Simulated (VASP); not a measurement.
# Al (P6_3/mmc) in VASP: notebook

The runs below take Al through single point, with PBE+D3(BJ).

Everything below comes from runs of VASP 6.6.1. Logs are shortened: lines on timing, memory, paths and dates and some standing lists are left out, and cuts for length are marked.

## 1. The cell of the first run

The structure is hexagonal, space group P6_3/mmc (No. 194). Conventional cell: a = 2.795 Å, b = 2.795 Å, c = 9.554 Å, α = 90.00°, β = 90.00°, γ = 120.00°. Within 3.7 Å of Al (site symmetry -3m) lie 12 Al at 2.80 to 2.88 Å. Within 3.7 Å of Al (site symmetry -6m2) lie 12 Al at 2.80 to 2.88 Å.

This isn't the form of Al at room conditions, which is fcc.

## 2. Single point, PBE+D3(BJ) (16.16 Å³/atom)

The input, INCAR:

```
PREC     = Accurate       # precision mode
ENCUT    = 520            # plane-wave cutoff, eV
EDIFF    = 1E-6           # SCF threshold, eV
ISMEAR   = 0              # smearing method
SIGMA    = 0.15           # smearing width, eV
LREAL    = F              # projectors in reciprocal space
LASPH    = T              # aspherical terms in the spheres
NELM     = 60             # most SCF steps
ALGO     = Fast           # electronic algorithm
ISIF     = 2              # what is computed and relaxed
LWAVE    = F              # write WAVECAR
LCHARG   = F              # write CHGCAR
GGA      = PE             # functional
IVDW     = 12             # dispersion correction
NBANDS   = 14             # bands
```

The input, KPOINTS:

```
Automatic mesh
0
Gamma
  18 18 6
```

The input, POSCAR:

```
Al
1.0
    2.7954569448      0.0000000000      0.0000000000
   -1.3977284724      2.4209367294      0.0000000000
    0.0000000000      0.0000000000      9.5543127460
Al
4
Direct
    0.0000000000      0.0000000000      0.0000000000
    0.3333333333      0.6666666667      0.2500000000
    0.0000000000      0.0000000000      0.5000000000
    0.6666666667      0.3333333333      0.7500000000
```

Potentials or basis: VASP PAW PBE potentials, release 64 (Al).

The run is started by

```bash
> cat potpaw_PBE.64/Al/POTCAR > POTCAR
> mpirun -np 1 vasp_std > vasp.out
```

OUTCAR:

```text
PREC = Accurate
   ENCUT = 520
   EDIFF = 1E-6
   ISMEAR = 0
   LREAL = F
   LASPH = T
   NELM = 60
   ISIF = 2
   GGA = PE
   IVDW = 12
 IVDW          = 12

 ion  position               nearest neighbor table
   1  0.000  0.000  0.000-   2 2.88   4 2.88   4 2.88   2 2.88   4 2.88   2 2.88
   2  0.333  0.667  0.250-   1 2.88   3 2.88   1 2.88   3 2.88   1 2.88   3 2.88
   3  0.000  0.000  0.500-   2 2.88   4 2.88   4 2.88   2 2.88   4 2.88   2 2.88
   4  0.667  0.333  0.750-   1 2.88   3 2.88   1 2.88   3 2.88   1 2.88   3 2.88

  LATTYP: Found a hexagonal cell.
 ALAT       =     2.7954569448
 C/A-ratio  =     3.4178000000

  Lattice vectors:

 A1 = (   2.7954569448,   0.0000000000,   0.0000000000)
 A2 = (  -1.3977284724,   2.4209367294,   0.0000000000)
 A3 = (   0.0000000000,   0.0000000000,   9.5543127460)

Analysis of symmetry for initial positions (statically):
=====================================================================
 Subroutine PRICEL returns:
 Original cell was already a primitive cell.

 Routine SETGRP: Setting up the symmetry group for a
 hexagonal supercell.

 Subroutine GETGRP returns: Found 24 space group operations
 (whereof 12 operations were pure point group operations)
 out of a pool of 24 trial point group operations.

The static configuration has the point symmetry D_3d.
 The point group associated with its full space group is D_6h.

Analysis of symmetry for dynamics (positions and initial velocities):
=====================================================================
 Subroutine PRICEL returns:
 Original cell was already a primitive cell.

 Routine SETGRP: Setting up the symmetry group for a
 hexagonal supercell.

 Subroutine GETGRP returns: Found 24 space group operations
 (whereof 12 operations were pure point group operations)
 out of a pool of 24 trial point group operations.

The dynamic configuration has the point symmetry D_3d.
 The point group associated with its full space group is D_6h.

 Subroutine INISYM returns: Found 24 space group operations
 (whereof 12 operations are pure point group operations),
 and found     1 'primitive' translations

----------------------------------------------------------------------------------------

                                     Primitive cell

  volume of cell :      64.6600

  direct lattice vectors                    reciprocal lattice vectors
     2.795456945  0.000000000  0.000000000     0.357723270  0.206531626  0.000000000
    -1.397728472  2.420936729  0.000000000     0.000000000  0.413063253  0.000000000
     0.000000000  0.000000000  9.554312746     0.000000000  0.000000000  0.104664776

  length of vectors
     2.795456945  2.795456945  9.554312746     0.413063253  0.413063253  0.104664776

  position of ions in fractional coordinates (direct lattice)
     0.000000000  0.000000000  0.000000000
     0.333333333  0.666666667  0.250000000
     0.000000000  0.000000000  0.500000000
     0.666666667  0.333333333  0.750000000

  ion indices of the primitive-cell ions
   primitive index   ion index
                 1           1
                 2           2
                 3           3
                 4           4

----------------------------------------------------------------------------------------

 KPOINTS: Automatic mesh

Automatic generation of k-mesh.
 Grid dimensions read from file:
 generate k-points for:   18   18    6

 Generating k-lattice:

  Cartesian coordinates                     Fractional coordinates (reciprocal lattice)
     0.019873515  0.011473979  0.000000000     0.055555556  0.000000000  0.000000000
     0.000000000  0.022947958  0.000000000     0.000000000  0.055555556  0.000000000
     0.000000000  0.000000000  0.017444129     0.000000000  0.000000000  0.166666667

  Length of vectors
     0.022947958  0.022947958  0.017444129

  Shift w.r.t. Gamma in fractional coordinates (k-lattice)
     0.000000000  0.000000000  0.000000000

 Subroutine IBZKPT returns following result:
 ===========================================

 Found    148 irreducible k-points:

 Following reciprocal coordinates:
            Coordinates               Weight
  0.000000  0.000000  0.000000      1.000000
  0.055556 -0.000000  0.000000      6.000000
  0.111111 -0.000000  0.000000      6.000000
  0.166667  0.000000  0.000000      6.000000
  0.222222  0.000000  0.000000      6.000000
  0.277778 -0.000000  0.000000      6.000000
[... 16 lines left out ...]
  0.333333  0.111111  0.000000     12.000000
  0.388889  0.111111  0.000000     12.000000
 [... further k-points ...]
   k-points           NKPTS =    148   k-points in BZ     NKDIM =    148   number of bands    NBANDS=     14
   number of dos      NEDOS =    301   number of ions     NIONS =      4
   total plane-waves  NPLWV =  41472
   dimension x,y,z NGX =    24 NGY =   24 NGZ =   72
   dimension x,y,z NGXF=    48 NGYF=   48 NGZF=  144
   ions per type =               4
   NGX,Y,Z   is equivalent  to a cutoff of  14.27, 14.27, 12.53 a.u.
   NGXF,Y,Z  is equivalent  to a cutoff of  28.55, 28.55, 25.06 a.u.
 SYSTEM =  unknown system
   PREC   = accura    normal or accurate (medium, high low for compatibility)
   ISTART =      0    job   : 0-new  1-cont  2-samecut
   ICHARG =      2    charge: 1-file 2-atom 10-const
   ISPIN  =      1    spin polarized calculation?
   LNONCOLLINEAR =      F non collinear calculations
   LSORBIT =      F    spin-orbit coupling
   LASPH  =      T    aspherical Exc in radial PAW
   ENCUT  =  520.0 eV  38.22 Ry    6.18 a.u.   5.20  5.20 17.76*2*pi/ulx,y,z
   NELM   =     60;   NELMIN=  2; NELMDL= -5     # of ELM steps
   EDIFF  = 0.1E-05   stopping-criterion for ELM
   LREAL  =      F    real-space projection
   EDIFFG = 0.1E-04   stopping-criterion for IOM
   NSW    =      0    number of steps for IOM
   IBRION =     -1    ionic relax: 0-MD 1-quasi-New 2-CG
   NFREE  =      0    steps in history (QN), initial steepest desc. (CG)
   ISIF   =      2    stress and relaxation
   ISYM   =      2    0-nonsym 1-usesym 2-fastsym
   POTIM  = 0.5000    time-step for ionic-motion
   TEBEG  =    0.0;   TEEND  =   0.0 temperature during run
   PSTRESS=    0.0 pullay stress
   NELECT =      12.0000    total number of electrons
   NUPDOWN=      -1.0000    fix difference up-down
   EMIN   =  10.00;   EMAX   =-10.00  energy-range for DOS
   EFERMI =   0.00;   METHOD = LEGACY
   ISMEAR =     0;   SIGMA  =   0.15  broadening in eV -4-tet -1-fermi 0-gaus
   EFERMI_NEDOS =   21; number of points for ismear=-14 and -15
   IALGO  =     68    algorithm
   IMIX   =      4    mixing-type and parameters
     AMIX     =   0.40;   BMIX     =  1.00
     AMIX_MAG =   1.60;   BMIX_MAG =  1.00
  volume/ion in A,a.u.               =      16.16       109.09
  Fermi-wavevector in a.u.,A,eV,Ry     =   0.933806  1.764638 11.864195  0.871994
  Thomas-Fermi vector in A             =   2.060546
   LORBIT       =      0    0 simple, 1 ext, 2 COOP (PROOUT), +10 PAW based schemes
   GGA     = PE    functional components
   LHFCALC =     F    Hartree Fock is set to
   AEXX    =    0.0000 exact exchange contribution
   IVDW    =    12    specifies the selected vdW correction
   LEPSILON=     F    determine dielectric tensor
   LRPA    =     F    only Hartree local field effects (RPA)
 non-spin polarized calculation
 RMM-DIIS sequential band-by-band and
 Gauss-broadening in eV      SIGMA  =   0.15
  energy-cutoff  :      520.00
  volume of cell :       64.66
 maximum number of plane-waves:      1759
 NGX is ok and might be reduce to    24
   NGX = 11   NGY = 11   NGZ = 35

 number of electron      12.0000000 magnetization

 Free energy of the ion-electron system (eV)
  ---------------------------------------------------
  ext. energy  EPLUGINS =         0.00000000
  ---------------------------------------------------
  free energy    TOTEN  =       -14.91286991 eV

  energy without entropy =      -14.89231564  energy(sigma->0) =      -14.90259277

 E-fermi :   8.2043     XC(G=0): -10.2706

 val. band max:        8.1864459010   @ k =   0.2222   0.0556   0.5000
 cond. band min:       8.2063236763   @ k =   0.2778   0.1111   0.1667
 fundamental gap:      0.0198777753
 Fermi energy:         8.2043353739

 k-point     1 :       0.0000    0.0000    0.0000
  band No.  band energies     occupation
      1      -3.0640      2.00000
      2      -1.4554      2.00000
      3      -1.4492      2.00000
      4       3.2500      2.00000
      5       3.3106      2.00000
      6      10.8607      0.00000
      7      10.8685      0.00000
      8      19.7610      0.00000
      9      19.7610      0.00000
     10      19.8503      0.00000
     11      19.8541      0.00000
     12      19.8541      0.00000
     13      20.7391      0.00000
     14      20.7453      0.00000

 k-point     2 :       0.0556   -0.0000    0.0000
  band No.  band energies     occupation
      1      -2.9861      2.00000
      2      -1.3783      2.00000
      3      -1.3721      2.00000
      4       3.3262      2.00000
      5       3.3831      2.00000
      6      10.9264      0.00000
      7      10.9355      0.00000
      8      18.0151      0.00000
      9      18.6834      0.00000
     10      19.2021      0.00000
     11      19.3577      0.00000
     12      19.7670      0.00000
     13      19.9973      0.00000
     14      20.0147      0.00000
[... 343 lines left out ...]
      1       0.9291      2.00000
      2       2.4883      2.00000
      3       2.4906      2.00000
      4       6.0602      2.00000
      5       7.0002      2.00000
      6       7.2247      2.00000
      7       7.9365      1.98844
      8       8.0909      1.71532
      9      11.3060      0.00000
     10      12.2807      0.00000
     11      12.5692      0.00000
     12      12.9684      0.00000
     13      13.3715      0.00000
     14      14.9029      0.00000

 k-point    24 :       0.3889    0.1111    0.0000
  band No.  band energies     occupation
      1       2.0575      2.00000
      2       3.5852      2.00000
      3       3.5894      2.00000
      4       4.7053      2.00000
      5       6.2963      2.00000
      6       6.2968      2.00000
      7       8.2176      0.90070
      8       8.3731      0.11165
      9      10.5340      0.00000
     10      10.8226      0.00000
     11      11.8816      0.00000
     12      12.8154      0.00000
     13      13.0980      0.00000
     14      15.8169      0.00000

 [... further k-points ...]

------------------------ aborting loop because EDIFF is reached ----------------------------------------

 Edisp (eV)   -1.37444

 E8    (eV) :    -0.6148

  FORCE on cell =-STRESS in cart. coord.  units (eV):
  Direction    XX          YY          ZZ          XY          YZ          ZX
  --------------------------------------------------------------------------------------
  -------------------------------------------------------------------------------------
  Total      -0.15088    -0.15088    -1.40876     0.00000     0.00000    -0.00000
  in kB      -3.73861    -3.73861   -34.90699     0.00000     0.00000    -0.00000
  external pressure =      -14.13 kB  Pullay stress =        0.00 kB

 VOLUME and BASIS-vectors are now :
 -----------------------------------------------------------------------------
  energy-cutoff  :      520.00
  volume of cell :       64.66
      direct lattice vectors                 reciprocal lattice vectors
     2.795456945  0.000000000  0.000000000     0.357723270  0.206531626  0.000000000
    -1.397728472  2.420936729  0.000000000     0.000000000  0.413063253  0.000000000
     0.000000000  0.000000000  9.554312746     0.000000000  0.000000000  0.104664776

 POSITION                                       TOTAL-FORCE (eV/Angst)
 -----------------------------------------------------------------------------------
      0.00000      0.00000      0.00000        -0.000000      0.000000      0.000000
     -0.00000      1.61396      2.38858         0.000000     -0.000000     -0.000000
      0.00000      0.00000      4.77716        -0.000000      0.000000      0.000000
      1.39773      0.80698      7.16573        -0.000000      0.000000      0.000000
 -----------------------------------------------------------------------------------
    total drift:                               -0.000000      0.000000      0.000000

  FREE ENERGIE OF THE ION-ELECTRON SYSTEM (eV)
  ---------------------------------------------------
  free  energy   TOTEN  =       -16.2873085004 eV

  energy  without entropy=      -16.2667542266  energy(sigma->0) =      -16.27703136
```

It took 2.3 min on 1 thread of Intel Xeon 8259CL, shared host; peak memory 0.26 GiB.

Results:

| Property | Result |
| --- | --- |
| Free energy | -16.2873 eV |
| Pressure | -1.4 GPa |
| Band gap on the k mesh | zero (bands 6 and 7 overlap by 4.78 eV) |
| Dispersion energy per atom | -0.344 eV |

Levels at points of the mesh, in eV from the Fermi level:
| k point | band 4 | band 5 | band 6 | band 7 | band 8 | band 9 |
| --- | --- | --- | --- | --- | --- | --- |
| (0.00, 0.00, 0.00) | -4.95 | -4.89 | 2.66 | 2.66 | 11.56 | 11.56 |
| (0.50, 0.00, 0.00) | -3.86 | -3.22 | -3.18 | 0.82 | 0.97 | 1.24 |
| (0.00, 0.00, 0.50) | -7.67 | -1.47 | -1.47 | 7.35 | 7.35 | 11.87 |
| (0.50, 0.00, 0.50) | -4.69 | -1.89 | -1.89 | -1.23 | -1.23 | 4.22 |

(Part 1 of 2 ends here.)

The gap in the log of VASP goes by the Fermi energy; the results here count the filled bands.